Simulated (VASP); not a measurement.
# MgI2 (P-3m1) in VASP: a series of runs

Runs on MgI2. Level: PBE. Tasks: single point.

Program: VASP 6.6.1. These are calculated values, not measurements. Logs are shortened: lines on timing, memory, paths and dates and some standing lists are left out, and cuts for length are marked.

## Step 1: The cell of the first run

It takes space group P-3m1 (No. 164, trigonal). Conventional cell: a = 4.230 Å, b = 4.230 Å, c = 7.853 Å, α = 90.00°, β = 90.00°, γ = 120.00°. Mg (site symmetry -3m) has 6 I at 2.93 Å within 3.9 Å. I (site symmetry 3m) has 3 Mg at 2.93 Å within 3.9 Å.

## Step 2: Single point, PBE

Contents of INCAR:

```
PREC     = Accurate       # precision mode
ENCUT    = 520            # plane-wave cutoff, eV
EDIFF    = 1E-6           # SCF threshold, eV
ISMEAR   = 0              # smearing method
SIGMA    = 0.05           # smearing width, eV
LREAL    = F              # projectors in reciprocal space
LASPH    = T              # aspherical terms in the spheres
NELM     = 80             # most SCF steps
ALGO     = Normal         # electronic algorithm
ISIF     = 2              # what is computed and relaxed
LWAVE    = F              # write WAVECAR
LCHARG   = F              # write CHGCAR
GGA      = PE             # functional
NBANDS   = 15             # bands
```

Contents of KPOINTS:

```
regular mesh
0
Gamma
  6 6 4
```

Contents of POSCAR:

```
MgI2
1.0
    4.2295124603      0.0000000000      0.0000000000
   -2.1147562301      3.6628652362      0.0000000000
    0.0000000000      0.0000000000      7.8531465561
Mg I
1 2
Direct
    0.0000000000      0.0000000000      0.0000000000
    0.3333333333      0.6666666667      0.7935475476
    0.6666666667      0.3333333333      0.2064524524
```

Potentials or basis: VASP PAW PBE potentials, release 64 (Mg, I).

Command:

```
$ cat potpaw_PBE.64/Mg/POTCAR potpaw_PBE.64/I/POTCAR > POTCAR
$ mpirun -np 1 vasp_std > vasp.out
```

OUTCAR:

```text
PREC = Accurate
   ENCUT = 520
   EDIFF = 1E-6
   ISMEAR = 0
   LREAL = F
   LASPH = T
   NELM = 80
   ISIF = 2
   GGA = PE

 ion  position               nearest neighbor table
   1  0.000  0.000  0.000-   2 2.93   3 2.93   2 2.93   3 2.93   3 2.93   2 2.93
   2  0.333  0.667  0.794-   1 2.93   1 2.93   1 2.93
   3  0.667  0.333  0.206-   1 2.93   1 2.93   1 2.93

  LATTYP: Found a hexagonal cell.
 ALAT       =     4.2295124603
 C/A-ratio  =     1.8567498334

  Lattice vectors:

 A1 = (   4.2295124603,   0.0000000000,   0.0000000000)
 A2 = (  -2.1147562301,   3.6628652362,   0.0000000000)
 A3 = (   0.0000000000,   0.0000000000,   7.8531465561)

Analysis of symmetry for initial positions (statically):
[... 33 lines left out ...]
                                     Primitive cell

  volume of cell :     121.6620

  direct lattice vectors                    reciprocal lattice vectors
     4.229512460  0.000000000  0.000000000     0.236433870  0.136505159  0.000000000
    -2.114756230  3.662865236  0.000000000     0.000000000  0.273010317  0.000000000
     0.000000000  0.000000000  7.853146556     0.000000000  0.000000000  0.127337494

  length of vectors
     4.229512460  4.229512460  7.853146556     0.273010317  0.273010317  0.127337494

  position of ions in fractional coordinates (direct lattice)
     0.000000000  0.000000000  0.000000000
     0.333333333  0.666666667  0.793547548
     0.666666667  0.333333333  0.206452452

  ion indices of the primitive-cell ions
   primitive index   ion index
                 1           1
                 2           2
                 3           3

----------------------------------------------------------------------------------------

 KPOINTS: regular mesh

Automatic generation of k-mesh.
 Grid dimensions read from file:
 generate k-points for:    6    6    4

 Generating k-lattice:

  Cartesian coordinates                     Fractional coordinates (reciprocal lattice)
     0.039405645  0.022750860  0.000000000     0.166666667  0.000000000  0.000000000
     0.000000000  0.045501720  0.000000000     0.000000000  0.166666667  0.000000000
     0.000000000  0.000000000  0.031834373     0.000000000  0.000000000  0.250000000

  Length of vectors
     0.045501720  0.045501720  0.031834373

  Shift w.r.t. Gamma in fractional coordinates (k-lattice)
[... 9 lines left out ...]
  0.000000  0.000000  0.000000      1.000000
  0.166667  0.000000  0.000000      6.000000
  0.333333  0.000000  0.000000      6.000000
  0.500000  0.000000  0.000000      3.000000
  0.166667  0.166667  0.000000      6.000000
  0.333333  0.166667  0.000000     12.000000
[... 22 lines left out ...]
   dimension x,y,z NGXF=    64 NGYF=   64 NGZF=  120
   ions per type =               1   2
   NGX,Y,Z   is equivalent  to a cutoff of  12.58, 12.58, 12.70 a.u.
   NGXF,Y,Z  is equivalent  to a cutoff of  25.16, 25.16, 25.40 a.u.
 SYSTEM =  unknown system
   PREC   = accura    normal or accurate (medium, high low for compatibility)
   ISTART =      0    job   : 0-new  1-cont  2-samecut
   ICHARG =      2    charge: 1-file 2-atom 10-const
   ISPIN  =      1    spin polarized calculation?
   LNONCOLLINEAR =      F non collinear calculations
   LSORBIT =      F    spin-orbit coupling
   LASPH  =      T    aspherical Exc in radial PAW
   ENCUT  =  520.0 eV  38.22 Ry    6.18 a.u.   7.86  7.86 14.60*2*pi/ulx,y,z
   NELM   =     80;   NELMIN=  2; NELMDL= -5     # of ELM steps
   EDIFF  = 0.1E-05   stopping-criterion for ELM
   LREAL  =      F    real-space projection
   EDIFFG = 0.1E-04   stopping-criterion for IOM
   NSW    =      0    number of steps for IOM
   IBRION =     -1    ionic relax: 0-MD 1-quasi-New 2-CG
[... 14 lines left out ...]
     AMIX     =   0.40;   BMIX     =  1.00
     AMIX_MAG =   1.60;   BMIX_MAG =  1.00
  volume/ion in A,a.u.               =      40.55       273.67
  Fermi-wavevector in a.u.,A,eV,Ry     =   0.832524  1.573241  9.430135  0.693095
  Thomas-Fermi vector in A             =   1.945594
   LORBIT       =      0    0 simple, 1 ext, 2 COOP (PROOUT), +10 PAW based schemes
   GGA     = PE    functional components
[... 6 lines left out ...]
 Gauss-broadening in eV      SIGMA  =   0.05
  energy-cutoff  :      520.00
  volume of cell :      121.66
 maximum number of plane-waves:      3312
   NGX = 15   NGY = 15   NGZ = 29

 number of electron      15.9999999 magnetization

 Free energy of the ion-electron system (eV)
  ---------------------------------------------------
  ext. energy  EPLUGINS =         0.00000000
  ---------------------------------------------------
  free energy    TOTEN  =        -7.72926788 eV

  energy without entropy =       -7.72926788  energy(sigma->0) =       -7.72926788

 E-fermi :   0.9475     XC(G=0):  -7.3338

 val. band max:        0.7346352163   @ k =   0.0000   0.0000   0.0000
 cond. band min:       4.4422353719   @ k =   0.5000   0.0000   0.5000
 fundamental gap:      3.7076001556
 Fermi energy:         0.9475159540

 k-point     1 :       0.0000    0.0000    0.0000
  band No.  band energies     occupation
      1     -10.9904      2.00000
      2     -10.3950      2.00000
      3      -2.1354      2.00000
      4       0.4138      2.00000
      5       0.4138      2.00000
      6       0.5787      2.00000
      7       0.7346      2.00000
      8       0.7346      2.00000
      9       4.5433      0.00000
     10       5.6240      0.00000
     11       7.3898      0.00000
     12       7.3898      0.00000
     13       7.6669      0.00000
     14       8.8686      0.00000
     15       8.8686      0.00000

 k-point     2 :       0.1667    0.0000    0.0000
  band No.  band energies     occupation
      1     -10.8651      2.00000
      2     -10.3308      2.00000
      3      -2.0268      2.00000
      4      -0.5285      2.00000
      5       0.0210      2.00000
      6       0.1266      2.00000
      7       0.6178      2.00000
      8       0.6850      2.00000
      9       5.3141      0.00000
     10       6.1634      0.00000
     11       6.9304      0.00000
     12       7.8285      0.00000
     13       7.9833      0.00000
     14       8.7485      0.00000
     15       9.2876      0.00000

 k-point     3 :       0.3333    0.0000    0.0000
  band No.  band energies     occupation
      1     -10.5700      2.00000
      2     -10.2167      2.00000
      3      -2.1895      2.00000
      4      -1.5888      2.00000
      5      -0.6522      2.00000
      6      -0.2813      2.00000
      7       0.4504      2.00000
      8       0.4900      2.00000
      9       4.8696      0.00000
     10       6.3146      0.00000
     11       7.1080      0.00000
     12       8.1930      0.00000
     13       8.2066      0.00000
     14       8.8649      0.00000
     15       9.5928      0.00000

 k-point     4 :       0.5000    0.0000    0.0000
  band No.  band energies     occupation
      1     -10.3683      2.00000
      2     -10.1961      2.00000
      3      -2.6007      2.00000
      4      -1.9055      2.00000
      5      -0.5114      2.00000
      6      -0.4486      2.00000
      7       0.2139      2.00000
      8       0.3847      2.00000
      9       4.4660      0.00000
     10       6.2809      0.00000
     11       6.7007      0.00000
     12       8.1470      0.00000
     13       8.4459      0.00000
     14       9.5146      0.00000
     15       9.6142      0.00000
[... 307 lines left out ...]
 k-point    22 :       0.1667    0.1667    0.5000
  band No.  band energies     occupation
      1     -10.6390      2.00000
      2     -10.2577      2.00000
      3      -1.9771      2.00000
      4      -1.2633      2.00000
      5      -0.7433      2.00000
      6       0.0775      2.00000
      7       0.1040      2.00000
      8       0.4265      2.00000
      9       5.5206      0.00000
     10       6.6630      0.00000
     11       7.3858      0.00000
     12       7.7671      0.00000
     13       8.0588      0.00000
     14       8.4123      0.00000
     15       9.3749      0.00000

 k-point    23 :       0.3333    0.1667    0.5000
  band No.  band energies     occupation
      1     -10.3743      2.00000
      2     -10.1922      2.00000
      3      -2.3945      2.00000
      4      -1.7797      2.00000
      5      -1.0013      2.00000
      6      -0.4769      2.00000
      7       0.0920      2.00000
      8       0.3795      2.00000
      9       5.1594      0.00000
     10       6.7069      0.00000
     11       7.3299      0.00000
     12       7.6739      0.00000
     13       7.9423      0.00000
     14       9.3766      0.00000
     15       9.7377      0.00000

 k-point    24 :       0.3333    0.3333    0.5000
  band No.  band energies     occupation
      1     -10.2258      2.00000
      2     -10.2258      2.00000
      3      -2.2754      2.00000
      4      -1.6045      2.00000
      5      -1.6045      2.00000
      6      -1.0105      2.00000
      7       0.2516      2.00000
      8       0.2516      2.00000
      9       5.5163      0.00000
     10       7.0885      0.00000
     11       7.0885      0.00000
     12       8.5453      0.00000
     13       8.9448      0.00000
     14       9.1053      0.00000
     15       9.3612      0.00000

------------------------ aborting loop because EDIFF is reached ----------------------------------------

  FORCE on cell =-STRESS in cart. coord.  units (eV):
  Direction    XX          YY          ZZ          XY          YZ          ZX
  --------------------------------------------------------------------------------------
  -------------------------------------------------------------------------------------
  Total        0.0992865      0.0992865      0.6488982      0.0000000      0.0000000      0.0000000
  in kB        1.3075119      1.3075119      8.5453956      0.0000000      0.0000000      0.0000000
  external PRESSURE =       3.7201398 kB  Pullay stress =       0.0000000 kB

 VOLUME and BASIS-vectors are now :
 -----------------------------------------------------------------------------
  energy-cutoff  :      520.00
  volume of cell :      121.66
      direct lattice vectors                 reciprocal lattice vectors
     4.229512460  0.000000000  0.000000000     0.236433870  0.136505159  0.000000000
    -2.114756230  3.662865236  0.000000000     0.000000000  0.273010317  0.000000000
     0.000000000  0.000000000  7.853146556     0.000000000  0.000000000  0.127337494

 POSITION                                       TOTAL-FORCE (eV/Angst)
 -----------------------------------------------------------------------------------
      0.00000      0.00000      0.00000        -0.000000      0.000000      0.000000
     -0.00000      2.44191      6.23185        -0.000000      0.000000     -0.204020
      2.11476      1.22096      1.62130         0.000000     -0.000000      0.204020
 -----------------------------------------------------------------------------------
    total drift:                               -0.000000      0.000000      0.000000

  FREE ENERGIE OF THE ION-ELECTRON SYSTEM (eV)
  ---------------------------------------------------
  free  energy   TOTEN  =        -7.7292678779 eV

  energy  without entropy=       -7.7292678779  energy(sigma->0) =       -7.72926788
```

Wall time 17 s (1 thread of AMD EPYC 9R45 (Zen 5), shared host); peak memory 0.22 GiB.

Results:

* Free energy: -7.7293 eV
* Pressure: 0.4 GPa
* Largest force: 0.204 eV/Å
* Band gap on the k mesh: 3.71 eV, indirect (least direct gap 3.81 eV)

Forces on the atoms (eV/Å):
```
Mg   0.000  0.000  0.000
I    0.000  0.000 -0.204
I    0.000  0.000  0.204
```

Caveat: spin-orbit coupling is left out, which moves the levels of the heavy elements; this functional lacks dispersion, which binds the layers, so the pressure and a relaxed spacing across them are unreliable. A k mesh can miss the band edges.

## Step 3: Single point, PBE

Contents of INCAR:

```
SYSTEM = MgI2
PREC = Accurate
ENCUT = 520
EDIFF = 1E-6
ISMEAR = 0
SIGMA = 0.05
LREAL = .False.
LASPH = .True.
NELM = 100
ALGO = Normal
ISIF = 2
LWAVE = .False.
LCHARG = .False.
GGA = PE
NBANDS = 15
```

Contents of KPOINTS:

```
Automatic mesh
0
Gamma
  6 6 4
  0 0 0
```

Contents of POSCAR:

```
MgI2
1.0
    4.2295124603      0.0000000000      0.0000000000
   -2.1147562301      3.6628652362      0.0000000000
    0.0000000000      0.0000000000      7.8531465561
Mg I
1 2
Direct
    0.0000000000      0.0000000000      0.0000000000
    0.3333333333      0.6666666667      0.8012283115
    0.6666666667      0.3333333333      0.1987716885
```

Potentials or basis: VASP PAW PBE potentials, release 64 (Mg, I).

Command:

```
$ cat potpaw_PBE.64/Mg/POTCAR potpaw_PBE.64/I/POTCAR > POTCAR
$ mpirun -np 1 vasp_std > vasp.out
```

It took 18 s on 1 thread of AMD EPYC 9R45 (Zen 5), shared host; peak memory 0.22 GiB.

The run converged. Its results:

```
Free energy            : -7.6857 eV
Pressure               : 1.2 GPa
Largest force          : 0.523 eV/Å
Band gap on the k mesh : 3.78 eV, indirect (least direct gap 3.95 eV)
```

Forces on the atoms (eV/Å):
```
Mg   0.000  0.000  0.000
I    0.000  0.000 -0.523
I    0.000  0.000  0.523
```

Stress tensor (GPa, compression positive):
```
0.82 0.00 0.00
0.00 0.82 0.00
0.00 0.00 2.12
```

Levels at points of the mesh, in eV from the valence-band top:
```
           k point  band 5  band 6  band 7  band 8  band 9  band 10  band 11  band 12
(0.00, 0.00, 0.00)   -0.39   -0.06   -0.02   -0.02    3.93     4.88     6.61     6.61
(0.50, 0.00, 0.00)   -1.28   -1.17   -0.44   -0.33    3.78     5.64     6.12     7.57
(0.00, 0.00, 0.50)   -0.39   -0.39   -0.03   -0.03    4.44     4.89     6.58     6.58
(0.50, 0.00, 0.50)   -1.27   -1.01   -0.44   -0.36    3.79     5.67     6.02     6.69
```

Caveat: spin-orbit coupling is left out, which moves the levels of the heavy elements; this functional lacks dispersion, which binds the layers, so the pressure and a relaxed spacing across them are unreliable.

## Step 4: Single point, PBE

Contents of INCAR:

```
PREC     = Accurate       # precision mode
ENCUT    = 520            # plane-wave cutoff, eV
EDIFF    = 1E-6           # SCF threshold, eV
ISMEAR   = 0              # smearing method
SIGMA    = 0.05           # smearing width, eV
LREAL    = False          # projectors in reciprocal space
LASPH    = True           # aspherical terms in the spheres
NELM     = 80             # most SCF steps
ALGO     = Normal         # electronic algorithm
ISIF     = 2              # what is computed and relaxed
LWAVE    = False          # write WAVECAR
LCHARG   = False          # write CHGCAR
GGA      = PE             # functional
NBANDS   = 15             # bands
```

Contents of KPOINTS:

```
regular mesh
0
Gamma
  6 6 4
```

Contents of POSCAR:

```
MgI2
1.0
    4.2295124603      0.0000000000      0.0000000000
   -2.1147562301      3.6628652362      0.0000000000
    0.0000000000      0.0000000000      7.8531465561
Mg I
1 2
Direct
    0.0000000000      0.0000000000      0.0000000000
    0.3333333333      0.6666666667      0.7858667836
    0.6666666667      0.3333333333      0.2141332164
```

Command:

```
$ cat potpaw_PBE.64/Mg/POTCAR potpaw_PBE.64/I/POTCAR > POTCAR
$ mpirun -np 1 vasp_std > vasp.out
```

Wall time 18 s (1 thread of AMD EPYC 9R45 (Zen 5), shared host); peak memory 0.22 GiB.

Results (log left out):

- Free energy: -7.7361 eV
- Pressure: -0.4 GPa
- Largest force: 0.086 eV/Å
- Band gap on the k mesh: 3.59 eV, indirect (least direct gap 3.65 eV)

Forces in eV/Å, atoms in the order of the input:
```
Mg   0.000  0.000  0.000
I    0.000  0.000  0.086
I    0.000  0.000 -0.086
```

Levels at points of the mesh, in eV from the valence-band top:
```tsv
k point	band 6	band 7	band 8	band 9	band 10	band 11
(0.00, 0.00, 0.00)	-0.27	0.00	0.00	3.65	4.89	6.68
(0.50, 0.00, 0.00)	-1.11	-0.61	-0.38	3.65	5.44	5.81
(0.00, 0.00, 0.50)	-0.26	-0.02	-0.02	4.29	4.87	6.63
(0.50, 0.00, 0.50)	-1.08	-0.61	-0.42	3.59	5.43	5.79
```

Caveat: spin-orbit coupling is left out, which moves the levels of the heavy elements; this functional lacks dispersion, which binds the layers, so the pressure and a relaxed spacing across them are unreliable.

(Continued in part 2 of 2.)
